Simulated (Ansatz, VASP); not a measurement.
# Two plane-wave programs on GaSb3

```
CELL_PARAMETERS angstrom
0.00000 3.72920 3.58577
3.72920 0.00000 3.58577
3.72920 3.72920 0.00000
ATOMIC_POSITIONS crystal
Ga 0.00000 0.00000 0.00000
Sb 0.25000 0.25000 0.25000
Sb 0.75000 0.75000 0.75000
Sb 0.50000 0.50000 0.50000
```

Change from the starting cell: mode 4 frozen in at +0.000 Å, equal normal strain along x and y +0.0400.

Alike in both runs: task single point; functional PBEsol; dispersion D3(BJ); k mesh 10 × 10 × 10; occupations gaussian, width 0.15 eV; no spin polarisation.

|  | VASP | Ansatz |
| --- | --- | --- |
| version | VASP 6.6.1 | Ansatz 0.2.0 |
| potentials or method | VASP PAW PBE potentials, release 64 (Ga_d, Sb), cutoff 520 eV | scalar-relativistic, plane waves, PAW |
| valence electrons in the cell | 28 | 58 |

|  | VASP | Ansatz | Ansatz less VASP |
| --- | --- | --- | --- |
| gap on the k mesh at the Fermi level (eV) | none | none | - |
| pressure (GPa) | -4.6 | -4.6 | +0.01 |
| traceless stress, the component that is largest in VASP (GPa) | 0.56 | 0.56 | -0.004 |

VASP's potentials were made for PBE, not for PBEsol, and Ansatz warns of the same on its side. A gap of «none» marks a metal or a gap that the smearing closes. VASP's potentials hold 28 valence electrons a cell and Ansatz's 58, so a difference there can come from the potentials and not from the codes.

Neither program's run includes spin-orbit coupling.
